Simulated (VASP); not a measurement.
# WC (P1) in VASP: further runs, part 2 of 2

VASP 6.6.1.

### 3 Single point, PBE+D3(BJ)

Input file INCAR:

```
ALGO = Normal ; EDIFF = 1E-6
ENCUT = 520 ; GGA = PE
ISIF = 2 ; ISMEAR = -1
IVDW = 12 ; LASPH = True
LCHARG = False ; LREAL = Auto
LWAVE = False ; NBANDS = 86
NELM = 100 ; PREC = Accurate
SIGMA = 0.24
```

Input file KPOINTS:

```
k-points
0
Gamma
  2 2 2
```

Input file POSCAR:

```
WC
1.0
   -2.9017000000     -5.0258920000      0.0000000000
    4.3525500000     -2.5129460000      0.0000000000
    0.0000000000      0.0000000000      5.6680000000
W C
8 8
Direct
    0.7365181306      0.4985938495     -0.0569160198
    0.7480344787      0.4751632139      0.4595271701
    0.4704858946     -0.0150466002     -0.0337332392
    0.5076519637     -0.0146457357      0.4623147495
    0.2567301347      0.4849694620     -0.0386379675
    0.2514396831      0.4640733658      0.4678722653
   -0.0255508327      0.0087211287     -0.0190014114
    0.0006314400     -0.0185334461      0.4750529287
    0.5012228667      0.6377407250      0.2261467890
    0.4961150588      0.6847657272      0.7148906140
    0.2374536660      0.1713063153      0.2104446013
    0.2432466017      0.1522391849      0.7206774876
    0.0013350617      0.6481198260      0.1915490473
   -0.0149214122      0.6803144222      0.7203422724
    0.7482651069      0.1426613964      0.2276817219
    0.7485508463      0.1555800601      0.7374382498
```

Potentials or basis: VASP PAW PBE potentials, release 64 (W_sv, C).

The run is started by

```bash
$ cat potpaw_PBE.64/W_sv/POTCAR potpaw_PBE.64/C/POTCAR > POTCAR
$ mpirun -np 1 vasp_std > vasp.out
```

OUTCAR:

```text
EDIFF = 1E-6
   ENCUT = 520
   GGA = PE
   ISIF = 2
   ISMEAR = -1
   IVDW = 12
   LASPH = True
   LREAL = Auto
   NELM = 100
   PREC = Accurate
 IVDW          = 12

 ion  position               nearest neighbor table
   1  0.737  0.499  0.943-  16 2.08  10 2.12  14 2.12  13 2.22   9 2.22  15 2.41   2 2.74   5 2.79
                             7 2.83   3 2.89   7 2.92   2 2.93   3 3.01   5 3.02
   2  0.748  0.475  0.460-   9 2.11  15 2.13  16 2.25  14 2.27  13 2.29  10 2.31   1 2.74   4 2.83
                             6 2.88   8 2.88   4 2.92   6 2.92   1 2.93   8 2.94
   3  0.470  0.985  0.966-  10 2.08  12 2.09  11 2.15  16 2.24   9 2.29  15 2.33   5 2.80   5 2.80
                             4 2.82   4 2.86   7 2.88   1 2.89   7 2.93   1 3.01
   4  0.508  0.985  0.462-  10 2.08  15 2.08   9 2.20  16 2.26  12 2.28  11 2.32   3 2.82   6 2.83
                             2 2.83   8 2.86   3 2.86   2 2.92   8 2.94   6 3.01
   5  0.257  0.485  0.961-  11 2.12  13 2.14  12 2.16   9 2.20  10 2.21  14 2.31   1 2.79   6 2.80
                             3 2.80   3 2.80   6 2.87   7 2.90   1 3.02   7 3.10
   6  0.251  0.464  0.468-  11 2.07  12 2.12   9 2.18  10 2.28  13 2.33  14 2.37   5 2.80   4 2.83
                             8 2.83   5 2.87   2 2.88   2 2.92   8 2.98   4 3.01
   7  0.974  0.009  0.981-  15 2.03  16 2.04  11 2.17  13 2.18  14 2.22  12 2.27   8 2.81   1 2.83
                             8 2.87   3 2.88   5 2.90   1 2.92   3 2.93   5 3.10
[... 911 lines left out ...]
------------------------ aborting loop because EDIFF is reached ----------------------------------------

 Edisp (eV)   -7.42221

 E8    (eV) :    -3.4032

  FORCE on cell =-STRESS in cart. coord.  units (eV):
  Direction    XX          YY          ZZ          XY          YZ          ZX
  --------------------------------------------------------------------------------------
  -------------------------------------------------------------------------------------
  Total      10.74171     5.64174     7.85833    -2.14922     0.58446    -0.81013
  in kB     104.10187    54.67618    76.15800   -20.82885     5.66419    -7.85123
  external pressure =       78.31 kB  Pullay stress =        0.00 kB

 VOLUME and BASIS-vectors are now :
 -----------------------------------------------------------------------------
  energy-cutoff  :      520.00
  volume of cell :      165.32
      direct lattice vectors                 reciprocal lattice vectors
    -2.901700000 -5.025892000  0.000000000    -0.086156391 -0.149227242  0.000000000
     4.352550000 -2.512946000  0.000000000     0.172312782 -0.099484828  0.000000000
     0.000000000  0.000000000  5.668000000     0.000000000  0.000000000  0.176429076

 POSITION                                       TOTAL-FORCE (eV/Angst)
 -----------------------------------------------------------------------------------
      0.03300     -4.95460      5.34540        -0.760096     -0.882189      3.755364
     -0.10240     -4.95360      2.60460         1.127849     -1.467032      0.308387
      2.92185     -4.83975      5.47680        -0.864870     -3.123158      0.845793
      2.81575     -5.02755      2.62040         0.971144      1.938514      0.478979
      1.36590     -2.50900      5.44900         2.423611      1.036419     -0.008273
      1.29030     -2.42990      2.65190         3.929871     -1.178993     -0.105814
[... 8 lines left out ...]
     -1.55030     -4.11920      1.29050         0.984223      0.340859     -0.276241
     -1.49490     -4.15310      4.17980         0.810870      1.062689     -2.397687
 -----------------------------------------------------------------------------------
    total drift:                               -0.008158      0.005182      0.005973

  FREE ENERGIE OF THE ION-ELECTRON SYSTEM (eV)
  ---------------------------------------------------
  free  energy   TOTEN  =      -184.1217618827 eV

  energy  without entropy=     -183.3374915138  energy(sigma->0) =     -183.72962670
```

OSZICAR:

```text
N       E                     dE             d eps       ncg     rms          rms(c)
DAV:   1     0.193583925735E+04    0.19358E+04   -0.77794E+04  1376   0.193E+03
DAV:   2    -0.149469906591E+01   -0.19373E+04   -0.18749E+04  1376   0.619E+02
DAV:   3    -0.192537263819E+03   -0.19104E+03   -0.18169E+03  1648   0.169E+02
DAV:   4    -0.200939321917E+03   -0.84021E+01   -0.82369E+01  1624   0.320E+01
DAV:   5    -0.201185271626E+03   -0.24595E+00   -0.24492E+00  1672   0.527E+00    0.939E+01
DAV:   6    -0.177316750695E+03    0.23869E+02   -0.14557E+02  1714   0.387E+01    0.290E+01
DAV:   7    -0.176874691845E+03    0.44206E+00   -0.70806E+00  1632   0.102E+01    0.149E+01
DAV:   8    -0.176770603139E+03    0.10409E+00   -0.11676E+00  1656   0.694E+00    0.279E+00
DAV:   9    -0.176700107269E+03    0.70496E-01   -0.28267E-01  1656   0.325E+00    0.637E-01
DAV:  10    -0.176699604641E+03    0.50263E-03   -0.37625E-02  1680   0.884E-01    0.335E-01
DAV:  11    -0.176699545151E+03    0.59490E-04   -0.35801E-03  1696   0.328E-01    0.169E-01
DAV:  12    -0.176699556972E+03   -0.11822E-04   -0.94212E-04  1696   0.204E-01    0.523E-02
DAV:  13    -0.176699561250E+03   -0.42781E-05   -0.16499E-04  1688   0.959E-02    0.231E-02
DAV:  14    -0.176699557723E+03    0.35278E-05   -0.22860E-05  1712   0.280E-02    0.133E-02
DAV:  15    -0.176699555400E+03    0.23222E-05   -0.54475E-06  1408   0.154E-02    0.645E-03
DAV:  16    -0.176699554404E+03    0.99669E-06   -0.11257E-06   856   0.672E-03
   1 F= -.18412176E+03 E0= -.18372963E+03  d E =-.784270E+00
```

stdout:

```text
POSCAR found type information on POSCAR W C
 POSCAR found :  2 types and      16 ions
 scaLAPACK will be used
 LDA part: xc-table for (Slater+PW92), standard interpolation
 POSCAR, INCAR and KPOINTS ok, starting setup
 FFT: planning ... GRIDC
 FFT: planning ... GRID_SOFT
 FFT: planning ... GRID
 WAVECAR not read
 entering main loop
```

Run time: 1.8 min. Hardware: 1 thread of Intel Xeon 6975P-C (Granite Rapids), shared host; peak memory 0.3 GiB.

Results:

| Quantity | Value |
| --- | --- |
| Free energy | -184.1218 eV |
| Pressure | 7.8 GPa |
| Largest force | 4.605 eV/Å |
| Band gap on the k mesh | zero (bands 72 and 73 overlap by 0.10 eV) |
| Dispersion energy per atom | -0.464 eV |

Forces in eV/Å, atoms in the order of the input:
```
W   -0.760 -0.882  3.755
W    1.128 -1.467  0.308
W   -0.865 -3.123  0.846
W    0.971  1.939  0.479
W    2.424  1.036 -0.008
W    3.930 -1.179 -0.106
W   -4.080 -1.263 -1.723
W    0.608  0.376 -1.462
C    0.802 -0.031 -1.028
C   -2.349  1.607 -0.575
C   -2.101  0.682  0.786
C    0.356 -0.014 -0.408
C    0.312  0.553  2.103
C   -2.171  0.363 -0.293
C    0.984  0.341 -0.276
C    0.811  1.063 -2.398
```

Caveat: the k points lie up to 0.63 Å⁻¹ apart; the atoms stand as in a frame of molecular dynamics; spin-orbit coupling is left out, which moves the levels of the heavy elements; forces of over 1 eV/Å act on the atoms, so gaps and moduli don't describe the material at rest.

### 4 Single point, PBE+D3(BJ)

Input file INCAR:

```
SYSTEM = WC
  PREC = Accurate
  ENCUT = 520
  EDIFF = 1E-6
  ISMEAR = -1
  SIGMA = 0.24
  LREAL = Auto
  LASPH = .TRUE.
  NELM = 80
  ALGO = Normal
  ISIF = 2
  LWAVE = .FALSE.
  LCHARG = .TRUE.
  GGA = PE
  IVDW = 12
  LELF = .TRUE.
  LVHAR = .TRUE.
  NBANDS = 86
```

Input file KPOINTS:

```
Automatic mesh
0
G
  2 2 2
  0 0 0
```

Input file POSCAR:

```
WC
1.0
   -2.9017000000     -5.0258920000      0.0000000000
    4.3525500000     -2.5129460000      0.0000000000
    0.0000000000      0.0000000000      5.6680000000
W C
8 8
Direct
    0.7488355314      0.4991088124     -0.0564396613
    0.7528112795      0.5328215620      0.4548694425
    0.5174564445      0.0178753524     -0.0633733239
    0.5192807643     -0.0068242768      0.4515172900
    0.2727586203      0.4985959239     -0.0470183486
    0.2590976771      0.4989773189      0.4486062103
    0.0237616264      0.0218375691     -0.0607092449
    0.0135322708      0.0102621659      0.4562455893
    0.5167096144      0.6693630833      0.2075864502
    0.4971808793      0.6854992493      0.7045342272
    0.2746340068      0.1657891345      0.2027170078
    0.2491667793      0.1711197444      0.7029640085
    0.0130563787      0.6762899206      0.1979004940
   -0.0071202398      0.6791970684      0.7040931546
    0.7645759519      0.1689745183      0.2204481299
    0.7445549771      0.1819565949      0.6930663373
```

Potentials or basis: VASP PAW PBE potentials, release 64 (W_sv, C).

The run is started by

```bash
$ cat potpaw_PBE.64/W_sv/POTCAR potpaw_PBE.64/C/POTCAR > POTCAR
$ mpirun -np 1 vasp_std > vasp.out
```

OUTCAR:

```text
SYSTEM = WC
   PREC = Accurate
   ENCUT = 520
   EDIFF = 1E-6
   ISMEAR = -1
   LREAL = Auto
   LASPH = .TRUE.
   NELM = 80
   ISIF = 2
   GGA = PE
   IVDW = 12
 IVDW          = 12

 ion  position               nearest neighbor table
   1  0.749  0.499  0.944-  16 2.13  14 2.16   9 2.19  10 2.20  13 2.29  15 2.29   5 2.76   3 2.77
                             2 2.78   7 2.88   2 2.90   3 2.93   5 3.04   7 3.07
   2  0.753  0.533  0.455-   9 2.08  14 2.12  10 2.19  13 2.22  16 2.22  15 2.26   4 2.68   1 2.78
                             8 2.84   6 2.87   1 2.90   6 2.94   8 3.03   4 3.03
   3  0.517  0.018  0.937-  16 2.08  10 2.13  12 2.18  11 2.19  15 2.29   9 2.33   4 2.75   1 2.77
                             5 2.80   7 2.87   4 2.92   1 2.93   7 2.94   5 2.97
   4  0.519  0.993  0.452-  10 2.11  16 2.12  15 2.13   9 2.14  11 2.18  12 2.30   2 2.68   3 2.75
                             8 2.87   6 2.91   3 2.92   8 2.94   6 2.96   2 3.03
   5  0.273  0.499  0.953-  10 2.14  12 2.18  11 2.19   9 2.20  13 2.24  14 2.33   1 2.76   7 2.80
                             3 2.80   6 2.81   6 2.86   3 2.97   7 3.00   1 3.04
   6  0.259  0.499  0.449-  11 2.18  12 2.19   9 2.20  13 2.20  10 2.21  14 2.30   5 2.81   8 2.84
                             5 2.86   2 2.87   4 2.91   8 2.94   2 2.94   4 2.96
   7  0.024  0.022  0.939-  12 2.02  14 2.19  11 2.21  13 2.27  16 2.28  15 2.31   8 2.74   5 2.80
                             3 2.87   1 2.88   8 2.93   3 2.94   5 3.00   1 3.07
   8  0.014  0.010  0.456-  12 2.12  15 2.12  14 2.18  13 2.23  11 2.23  16 2.23   7 2.74   2 2.84
                             6 2.84   4 2.87   7 2.93   4 2.94   6 2.94   2 3.03
   9  0.517  0.669  0.208-   2 2.08   4 2.14   1 2.19   5 2.20   6 2.20   3 2.33
  10  0.497  0.685  0.705-   4 2.11   3 2.13   5 2.14   2 2.19   1 2.20   6 2.21
  11  0.275  0.166  0.203-   6 2.18   4 2.18   5 2.19   3 2.19   7 2.21   8 2.23
  12  0.249  0.171  0.703-   7 2.02   8 2.12   5 2.18   3 2.18   6 2.19   4 2.30
  13  0.013  0.676  0.198-   6 2.20   2 2.22   8 2.23   5 2.24   7 2.27   1 2.29
  14  0.993  0.679  0.704-   2 2.12   1 2.16   8 2.18   7 2.19   6 2.30   5 2.33
  15  0.765  0.169  0.220-   8 2.12   4 2.13   2 2.26   3 2.29   1 2.29   7 2.31
  16  0.745  0.182  0.693-   3 2.08   4 2.12   1 2.13   2 2.22   8 2.23   7 2.28

  LATTYP: Found a simple orthorhombic cell.
 ALAT       =     5.0258918712
 B/A-ratio  =     1.1277600365
 C/A-ratio  =     1.1547005581

  Lattice vectors:

 A1 = (   4.3525500000,  -2.5129460000,   0.0000000000)
 A2 = (   0.0000000000,   0.0000000000,   5.6680000000)
 A3 = (  -2.9017000000,  -5.0258920000,   0.0000000000)

[... 173 lines left out ...]
   NGX = 21   NGY = 19   NGZ = 21

 number of electron     144.0000001 magnetization

 Free energy of the ion-electron system (eV)
  ---------------------------------------------------
  ext. energy  EPLUGINS =         0.00000000
  ---------------------------------------------------
  free energy    TOTEN  =      -177.37975557 eV

  energy without entropy =     -176.58839353  energy(sigma->0) =     -176.98407455

 E-fermi :  11.5870     XC(G=0): -13.8109

 val. band max:       11.5709831393   @ k =   0.0000   0.5000   0.0000
 cond. band min:      11.5961714797   @ k =   0.0000   0.0000   0.5000
 fundamental gap:      0.0251883403
 Fermi energy:        11.5869927471

 k-point     1 :       0.0000    0.0000    0.0000
  band No.  band energies     occupation
      1     -62.8457      2.00000
      2     -62.7901      2.00000
      3     -62.7785      2.00000
      4     -62.7462      2.00000
      5     -62.7298      2.00000
      6     -62.7151      2.00000
[... 685 lines left out ...]
     83      15.0291      0.00000
     84      15.1648      0.00000
 [bands above 84 left out]

------------------------ aborting loop because EDIFF is reached ----------------------------------------

 Edisp (eV)   -7.42216

 E8    (eV) :    -3.4031

  FORCE on cell =-STRESS in cart. coord.  units (eV):
  Direction    XX          YY          ZZ          XY          YZ          ZX
  --------------------------------------------------------------------------------------
  -------------------------------------------------------------------------------------
  Total       5.37005     9.16223     5.25335    -2.07754     0.51192    -0.25559
  in kB      52.04317    88.79455    50.91211   -20.13420     4.96124    -2.47701
  external pressure =       63.92 kB  Pullay stress =        0.00 kB

 VOLUME and BASIS-vectors are now :
 -----------------------------------------------------------------------------
  energy-cutoff  :      520.00
  volume of cell :      165.32
      direct lattice vectors                 reciprocal lattice vectors
    -2.901700000 -5.025892000  0.000000000    -0.086156391 -0.149227242  0.000000000
     4.352550000 -2.512946000  0.000000000     0.172312782 -0.099484828  0.000000000
     0.000000000  0.000000000  5.668000000     0.000000000  0.000000000  0.176429076

 POSITION                                       TOTAL-FORCE (eV/Angst)
 -----------------------------------------------------------------------------------
     -0.00050     -5.01780      5.34810         0.660720     -2.802829      1.886519
      0.13470     -5.12250      2.57820        -4.340961      0.668082     -1.226591
     -1.42370     -2.64560      5.30880        -1.306817      1.519350      3.108860
      2.81605     -5.10565      2.55920         3.576327      0.257935     -1.120473
      1.37870     -2.62380      5.40150         2.992640      1.195956     -0.280207
      1.42000     -2.55610      2.54270         1.342242     -0.298315      0.293022
[... 8 lines left out ...]
     -1.48310     -4.26730      1.24950         0.578257     -0.612210     -1.994906
     -1.36850     -4.19930      3.92830        -0.729173     -1.460336      0.327969
 -----------------------------------------------------------------------------------
    total drift:                               -0.004512      0.003238     -0.000539

  FREE ENERGIE OF THE ION-ELECTRON SYSTEM (eV)
  ---------------------------------------------------
  free  energy   TOTEN  =      -184.8019149385 eV

  energy  without entropy=     -184.0105528967  energy(sigma->0) =     -184.40623392
```

OSZICAR:

```text
N       E                     dE             d eps       ncg     rms          rms(c)
DAV:   1     0.193592009601E+04    0.19359E+04   -0.78006E+04  1376   0.192E+03
DAV:   2    -0.373830325590E+01   -0.19397E+04   -0.18788E+04  1376   0.619E+02
DAV:   3    -0.192629520445E+03   -0.18889E+03   -0.17894E+03  1586   0.169E+02
DAV:   4    -0.201430836481E+03   -0.88013E+01   -0.86189E+01  1624   0.329E+01
DAV:   5    -0.201699146876E+03   -0.26831E+00   -0.26702E+00  1680   0.545E+00    0.937E+01
DAV:   6    -0.177980901509E+03    0.23718E+02   -0.14453E+02  1684   0.385E+01    0.291E+01
DAV:   7    -0.177553886454E+03    0.42702E+00   -0.72111E+00  1624   0.103E+01    0.147E+01
DAV:   8    -0.177433469831E+03    0.12042E+00   -0.10742E+00  1648   0.675E+00    0.261E+00
DAV:   9    -0.177380129918E+03    0.53340E-01   -0.24241E-01  1632   0.311E+00    0.582E-01
DAV:  10    -0.177379809565E+03    0.32035E-03   -0.32302E-02  1720   0.812E-01    0.314E-01
DAV:  11    -0.177379733494E+03    0.76070E-04   -0.30823E-03  1760   0.295E-01    0.154E-01
DAV:  12    -0.177379756133E+03   -0.22638E-04   -0.84081E-04  1760   0.199E-01    0.507E-02
DAV:  13    -0.177379761456E+03   -0.53232E-05   -0.18775E-04  1736   0.962E-02    0.236E-02
DAV:  14    -0.177379758830E+03    0.26266E-05   -0.25626E-05  1688   0.299E-02    0.125E-02
DAV:  15    -0.177379756573E+03    0.22569E-05   -0.66650E-06  1504   0.162E-02    0.593E-03
DAV:  16    -0.177379755573E+03    0.99991E-06   -0.11786E-06   856   0.722E-03
   1 F= -.18480191E+03 E0= -.18440623E+03  d E =-.791362E+00
```

Wall time 2.7 min (1 thread of Intel Xeon 6975P-C (Granite Rapids), shared host); peak memory 0.31 GiB.

Results:

* Free energy: -184.8019 eV
* Pressure: 6.4 GPa
* Largest force: 4.760 eV/Å
* Band gap on the k mesh: zero (bands 72 and 73 overlap by 0.16 eV)
* Dispersion energy per atom: -0.464 eV

Forces in eV/Å, atoms in the order of the input:
```
W    0.661 -2.803  1.887
W   -4.341  0.668 -1.227
W   -1.307  1.519  3.109
W    3.576  0.258 -1.120
W    2.993  1.196 -0.280
W    1.342 -0.298  0.293
W   -0.781  3.534  3.091
W   -0.255  0.316 -1.962
C    0.389  0.473 -1.195
C   -1.398  0.179 -0.107
C    0.399  0.364 -0.093
C   -0.160 -2.036 -0.882
C   -0.183 -0.013 -0.010
C   -0.786 -1.284  0.164
C    0.578 -0.612 -1.995
C   -0.729 -1.460  0.328
```

Stress tensor (GPa, compression positive):
```
 5.20 -2.01 -0.25
-2.01  8.88  0.50
-0.25  0.50  5.09
```

Levels at points of the mesh, in eV from the Fermi level:
```csv
k point,band 69,band 70,band 71,band 72,band 73,band 74,band 75,band 76
"(0.00, 0.00, 0.00)",-0.92,-0.75,-0.58,-0.15,-0.10,0.62,0.91,1.64
"(0.50, 0.00, 0.00)",-1.20,-0.97,-0.20,0.06,0.27,0.37,0.53,0.88
"(0.00, 0.50, 0.00)",-0.97,-0.83,-0.28,-0.02,0.83,1.05,1.87,1.97
"(0.50, 0.50, 0.00)",-1.95,-1.81,-1.77,-1.46,1.47,1.55,1.73,1.87
"(0.00, 0.00, 0.50)",-1.33,-1.29,-0.15,0.01,0.11,0.43,0.52,1.02
"(0.50, 0.00, 0.50)",-1.42,-1.28,-1.20,-1.10,0.08,0.30,0.39,0.60
"(0.00, 0.50, 0.50)",-1.55,-1.50,-1.41,-0.99,0.42,0.57,1.01,1.17
"(0.50, 0.50, 0.50)",-1.88,-1.75,-1.67,-1.48,0.95,1.30,1.47,1.53
```

Caveat: the k points lie up to 0.63 Å⁻¹ apart; the atoms stand as in a frame of molecular dynamics; spin-orbit coupling is left out, which moves the levels of the heavy elements; forces of over 1 eV/Å act on the atoms, so gaps and moduli don't describe the material at rest.

### 5 Summary

| cell | gap on the mesh (eV) | pressure (GPa) | largest force (eV/Å) |
| --- | --- | --- | --- |
| as given, atomic positions A | none | 9.0 | 6.04 |
| as given, atomic positions B | none | 7.8 | 4.61 |
| as given, atomic positions C | none | 6.4 | 4.76 |

Alike in all rows: task single point; level PBE+D3(BJ); potentials or basis VASP PAW PBE potentials, release 64 (W_sv, C); no spin polarisation; k mesh 2 × 2 × 2; cutoff (eV) 520; smearing fermi-dirac 0.24 eV.

Caveats: all runs use coarse meshes; spin-orbit coupling is left out, which moves the levels of the heavy elements; forces of over 1 eV/Å act on the atoms, so gaps and moduli don't describe the material at rest; the atoms stand as in a frame of molecular dynamics (at least some runs).

Total energies depend on the potentials used, so only differences within one code and one set of settings carry meaning.
